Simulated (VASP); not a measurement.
# IrO (F-43m) in VASP: notebook

The runs below take IrO through single point, with r2SCAN.

All numbers are computed with VASP 6.6.1; they aren't measurements. Logs are shortened: lines on timing, memory, paths and dates and some standing lists are left out, and cuts for length are marked.

## 1. The cell of the first run

The structure is cubic, space group F-43m (No. 216). The conventional cell has a = 4.743 Å, b = 4.743 Å, c = 4.743 Å, α = 90.00°, β = 90.00°, γ = 90.00°. Within 2.7 Å of Ir (site symmetry -43m) lie 4 O at 2.05 Å. Within 2.7 Å of O (site symmetry -43m) lie 4 Ir at 2.05 Å.

## 2. Single point, r2SCAN, collinear spin

The input, POSCAR:

```
IrO
1.0
    0.0000000000      2.3712819421      2.3712819421
    2.3712819421      0.0000000000      2.3712819421
    2.3712819421      2.3712819421      0.0000000000
Ir O
1 1
Direct
    0.0000000000      0.0000000000      0.0000000000
    0.2500000000      0.2500000000      0.2500000000
```

The input, INCAR.step1:

```
SYSTEM = IrO
  PREC = Accurate
  ENCUT = 520
  ISMEAR = 0
  SIGMA = 0.1
  LREAL = .False.
  LASPH = .True.
  NELM = 150
  ISPIN = 2
  MAGMOM = 2.5 0
  LMAXMIX = 4
  NBANDS = 18
  GGA = PE
  ALGO = Normal
  EDIFF = 1E-4
  LWAVE = .True.
  LCHARG = .False.
```

The input, INCAR.step2:

```
SYSTEM = IrO
  PREC = Accurate
  ENCUT = 520
  EDIFF = 1E-6
  ISMEAR = 0
  SIGMA = 0.1
  LREAL = .False.
  LASPH = .True.
  NELM = 150
  ALGO = Normal
  ISIF = 2
  LWAVE = .False.
  LCHARG = .False.
  ISPIN = 2
  MAGMOM = 2.5 0
  LORBIT = 11
  LMAXMIX = 4
  METAGGA = R2SCAN
  LMIXTAU = .True.
  NBANDS = 18
  ISTART = 1
```

The input, KPOINTS:

```
Automatic mesh
0
Gamma
  16 16 16
  0 0 0
```

Potentials or basis: VASP PAW PBE potentials, release 64 (Ir, O).

On the command line:

```sh
cat potpaw_PBE.64/Ir/POTCAR potpaw_PBE.64/O/POTCAR > POTCAR
cp INCAR.step1 INCAR
mpirun -np 1 vasp_std > vasp.out
cp INCAR.step2 INCAR
mpirun -np 1 vasp_std > vasp.out
```

OUTCAR:

```text
SYSTEM = IrO
   PREC = Accurate
   ENCUT = 520
   EDIFF = 1E-6
   ISMEAR = 0
   LREAL = .False.
   LASPH = .True.
   NELM = 150
   ISIF = 2
   ISPIN = 2
   LORBIT = 11
   METAGGA = R2SCAN
   ISTART = 1

 ion  position               nearest neighbor table
   1  0.000  0.000  0.000-   2 2.05   2 2.05   2 2.05   2 2.05
   2  0.250  0.250  0.250-   1 2.05   1 2.05   1 2.05   1 2.05

  LATTYP: Found a face centered cubic cell.
 ALAT       =     4.7425638842

  Lattice vectors:

 A1 = (   0.0000000000,   2.3712819421,   2.3712819421)
 A2 = (   2.3712819421,   0.0000000000,   2.3712819421)
 A3 = (   2.3712819421,   2.3712819421,   0.0000000000)

Analysis of symmetry for initial positions (statically):
=====================================================================
 Subroutine PRICEL returns:
 Original cell was already a primitive cell.

 Routine SETGRP: Setting up the symmetry group for a
 face centered cubic supercell.

 Subroutine GETGRP returns: Found 24 space group operations
 (whereof 24 operations were pure point group operations)
 out of a pool of 48 trial point group operations.

The static configuration has the point symmetry T_d .

Analysis of symmetry for dynamics (positions and initial velocities):
=====================================================================
 Subroutine PRICEL returns:
 Original cell was already a primitive cell.

 Routine SETGRP: Setting up the symmetry group for a
 face centered cubic supercell.

 Subroutine GETGRP returns: Found 24 space group operations
 (whereof 24 operations were pure point group operations)
 out of a pool of 48 trial point group operations.

The dynamic configuration has the point symmetry T_d .

Analysis of structural, dynamic, and magnetic symmetry:
=====================================================================
 Subroutine PRICEL returns:
 Original cell was already a primitive cell.

 Routine SETGRP: Setting up the symmetry group for a
 face centered cubic supercell.

 Subroutine GETGRP returns: Found 24 space group operations
 (whereof 24 operations were pure point group operations)
 out of a pool of 48 trial point group operations.

The overall configuration has the point symmetry T_d .

 Subroutine INISYM returns: Found 24 space group operations
 (whereof 24 operations are pure point group operations),
 and found     1 'primitive' translations

----------------------------------------------------------------------------------------

                                     Primitive cell

[... 113 lines left out ...]
  Thomas-Fermi vector in A             =   2.478810
   LORBIT       =     11    0 simple, 1 ext, 2 COOP (PROOUT), +10 PAW based schemes
   METAGGA = R2SCAN    functional components
   LHFCALC =     F    Hartree Fock is set to
   AEXX    =    0.0000 exact exchange contribution
   IVDW    =     0    specifies the selected vdW correction
   LEPSILON=     F    determine dielectric tensor
   LRPA    =     F    only Hartree local field effects (RPA)
 spin polarized calculation
 Gauss-broadening in eV      SIGMA  =   0.10
  energy-cutoff  :      520.00
  volume of cell :       26.67
 maximum number of plane-waves:       730
 NGX is ok and might be reduce to    28
   NGX = 13   NGY = 13   NGZ = 13

 number of electron      14.9999999 magnetization      -0.0000503

 Free energy of the ion-electron system (eV)
  ---------------------------------------------------
  ext. energy  EPLUGINS =         0.00000000
  ---------------------------------------------------
  free energy    TOTEN  =       -56.97176945 eV

  energy without entropy =      -56.96254751  energy(sigma->0) =      -56.96715848

 E-fermi :   6.5355     XC(G=0): -12.6917

 val. band max:        6.5307178388   @ k =   0.2500   0.1875   0.0000
 cond. band min:       6.5396108039   @ k =  -0.4375   0.2500   0.0000
 fundamental gap:      0.0088929651
 Fermi energy:         6.5355201383

 spin component 1

 k-point     1 :       0.0000    0.0000    0.0000
  band No.  band energies     occupation
      1     -16.3760      1.00000
      2      -2.0883      1.00000
      3      -2.0883      1.00000
      4      -2.0883      1.00000
      5       3.9644      1.00000
      6       3.9644      1.00000
[... 493 lines left out ...]
     17      27.9806      0.00000
     18      30.8904      0.00000

 [... further k-points ...]

 spin component 2

 k-point     1 :       0.0000    0.0000    0.0000
  band No.  band energies     occupation
      1     -16.3760      1.00000
      2      -2.0883      1.00000
      3      -2.0883      1.00000
      4      -2.0883      1.00000
      5       3.9644      1.00000
      6       3.9644      1.00000
[... 493 lines left out ...]
     17      27.9806      0.00000
     18      30.8904      0.00000

 [... further k-points ...]

------------------------ aborting loop because EDIFF is reached ----------------------------------------

  FORCE on cell =-STRESS in cart. coord.  units (eV):
  Direction    XX          YY          ZZ          XY          YZ          ZX
  --------------------------------------------------------------------------------------
  -------------------------------------------------------------------------------------
  Total        0.0834833      0.0834833      0.0834833      0.0000000      0.0000000     -0.0000000
  in kB        5.0156914      5.0156914      5.0156914      0.0000000      0.0000000     -0.0000000
  external PRESSURE =       5.0156914 kB  Pullay stress =       0.0000000 kB

 VOLUME and BASIS-vectors are now :
 -----------------------------------------------------------------------------
  energy-cutoff  :      520.00
  volume of cell :       26.67
      direct lattice vectors                 reciprocal lattice vectors
     0.000000000  2.371281942  2.371281942    -0.210856411  0.210856411  0.210856411
     2.371281942  0.000000000  2.371281942     0.210856411 -0.210856411  0.210856411
     2.371281942  2.371281942  0.000000000     0.210856411  0.210856411 -0.210856411

 POSITION                                       TOTAL-FORCE (eV/Angst)
 -----------------------------------------------------------------------------------
      0.00000      0.00000      0.00000         0.000000      0.000000      0.000000
      1.18564      1.18564      1.18564        -0.000000     -0.000000     -0.000000
 -----------------------------------------------------------------------------------
    total drift:                               -0.000000     -0.000000     -0.000000

  FREE ENERGIE OF THE ION-ELECTRON SYSTEM (eV)
  ---------------------------------------------------
  free  energy   TOTEN  =       -56.9717694479 eV

  energy  without entropy=      -56.9625475149  energy(sigma->0) =      -56.96715848

 total charge

# of ion       s       p       d       tot
------------------------------------------
    1        0.482   0.517   6.975   7.975
    2        1.599   3.358   0.000   4.957
--------------------------------------------------
tot          2.082   3.875   6.975  12.932

 magnetization (x)

# of ion       s       p       d       tot
------------------------------------------
    1       -0.000  -0.000  -0.000  -0.000
    2       -0.000  -0.000   0.000  -0.000
--------------------------------------------------
tot         -0.000  -0.000  -0.000  -0.000
```

Wall time 6.7 min (1 thread of AMD EPYC 9R45 (Zen 5), shared host); peak memory 0.23 GiB.

Results:

* Free energy: -56.9718 eV
* Pressure: 0.5 GPa
* Net moment: 0.00 μB per cell
* Valence electrons inside the program's atomic spheres: Ir 7.97; O 4.96

Levels at points of the mesh, in eV from the Fermi level:
Spin up:
| k point | band 3 | band 4 | band 5 | band 6 | band 7 | band 8 | band 9 | band 10 | band 11 | band 12 |
| --- | --- | --- | --- | --- | --- | --- | --- | --- | --- | --- |
| (0.00, 0.00, 0.00) | -8.62 | -8.62 | -2.57 | -2.57 | -2.53 | 1.71 | 1.71 | 1.71 | 13.73 | 13.73 |
| (0.50, 0.00, 0.00) | -8.11 | -8.11 | -2.27 | -2.18 | -2.18 | 0.48 | 0.48 | 3.51 | 6.02 | 14.72 |
| (0.50, 0.50, 0.00) | -7.12 | -7.12 | -3.59 | -1.94 | -1.70 | -0.50 | -0.50 | 6.44 | 7.44 | 12.08 |
Spin down:
| k point | band 4 | band 5 | band 6 | band 7 | band 8 | band 9 | band 10 | band 11 |
| --- | --- | --- | --- | --- | --- | --- | --- | --- |
| (0.00, 0.00, 0.00) | -8.62 | -2.57 | -2.57 | -2.53 | 1.71 | 1.71 | 1.71 | 13.73 |
| (0.50, 0.00, 0.00) | -8.11 | -2.27 | -2.18 | -2.18 | 0.48 | 0.48 | 3.51 | 6.02 |
| (0.50, 0.50, 0.00) | -7.12 | -3.59 | -1.94 | -1.70 | -0.50 | -0.50 | 6.44 | 7.44 |

Caveat: the PAW data sets were made with another functional, which shifts forces and pressure a little; spin-orbit coupling is left out, which moves the levels of the heavy elements.

## 3. Single point, r2SCAN, collinear spin

This run uses another cell than the first one, of 15.61 Å³/atom.

The input, POSCAR:

```
IrO
1.0
    0.0000000000      2.4989480711      2.4989480711
    2.4989480711      0.0000000000      2.4989480711
    2.4989480711      2.4989480711      0.0000000000
Ir O
1 1
Direct
    0.0000000000      0.0000000000      0.0000000000
    0.2500000000      0.2500000000      0.2500000000
```

The input, INCAR.step1:

```
SYSTEM = IrO
PREC = Accurate ; ENCUT = 520
ISMEAR = 0 ; SIGMA = 0.1
LREAL = .FALSE. ; LASPH = .TRUE.
NELM = 150 ; ISPIN = 2
MAGMOM = 2.5 0 ; LMAXMIX = 4
NBANDS = 18 ; GGA = PE
ALGO = Normal ; EDIFF = 1E-4
LWAVE = .TRUE. ; LCHARG = .FALSE.
```

The input, INCAR.step2:

```
SYSTEM = IrO
PREC = Accurate ; ENCUT = 520
EDIFF = 1E-7 ; ISMEAR = 0
SIGMA = 0.1 ; LREAL = .FALSE.
LASPH = .TRUE. ; NELM = 150
ALGO = Normal ; ISIF = 2
LWAVE = .FALSE. ; LCHARG = .FALSE.
ISPIN = 2 ; MAGMOM = 2.5 0
LORBIT = 11 ; LMAXMIX = 4
METAGGA = R2SCAN ; LMIXTAU = .TRUE.
NBANDS = 18 ; ISTART = 1
```

The input, KPOINTS:

```
Automatic mesh
0
G
  16 16 16
  0 0 0
```

Potentials or basis: VASP PAW PBE potentials, release 64 (Ir, O).

On the command line:

```sh
cat potpaw_PBE.64/Ir/POTCAR potpaw_PBE.64/O/POTCAR > POTCAR
cp INCAR.step1 INCAR
mpirun -np 1 vasp_std > vasp.out
cp INCAR.step2 INCAR
mpirun -np 1 vasp_std > vasp.out
```

Run time: 10 min. Hardware: 1 thread of AMD EPYC 9R45 (Zen 5), shared host; peak memory 0.25 GiB.

The run converged. Its results:

```yaml
Free_energy: -56.6284 eV
Pressure: -21.3 GPa
Net_moment: 0.00 μB per cell
Valence_electrons_inside_the_program's_atomic_spheres: Ir 7.67; O 4.86
```

Levels at points of the mesh, in eV from the Fermi level:
Spin up:
```csv
k point,band 4,band 5,band 6,band 7,band 8,band 9,band 10,band 11
"(0.00, 0.00, 0.00)",-7.05,-2.07,-1.98,-1.98,1.44,1.44,1.44,13.02
"(0.50, 0.00, 0.00)",-6.65,-1.74,-1.69,-1.69,0.48,0.48,3.33,5.63
"(0.50, 0.50, 0.00)",-5.91,-2.67,-1.52,-1.34,-0.32,-0.32,5.82,6.39
```
Spin down:
| k point | band 3 | band 4 | band 5 | band 6 | band 7 | band 8 | band 9 | band 10 | band 11 | band 12 |
| --- | --- | --- | --- | --- | --- | --- | --- | --- | --- | --- |
| (0.00, 0.00, 0.00) | -7.05 | -7.05 | -2.07 | -1.98 | -1.98 | 1.44 | 1.44 | 1.44 | 13.02 | 13.02 |
| (0.50, 0.00, 0.00) | -6.65 | -6.65 | -1.74 | -1.69 | -1.69 | 0.48 | 0.48 | 3.33 | 5.63 | 13.59 |
| (0.50, 0.50, 0.00) | -5.91 | -5.91 | -2.67 | -1.52 | -1.34 | -0.32 | -0.32 | 5.82 | 6.39 | 11.37 |

Caveat: the cell stands under tension; the PAW data sets were made with another functional, which shifts forces and pressure a little; spin-orbit coupling is left out, which moves the levels of the heavy elements.
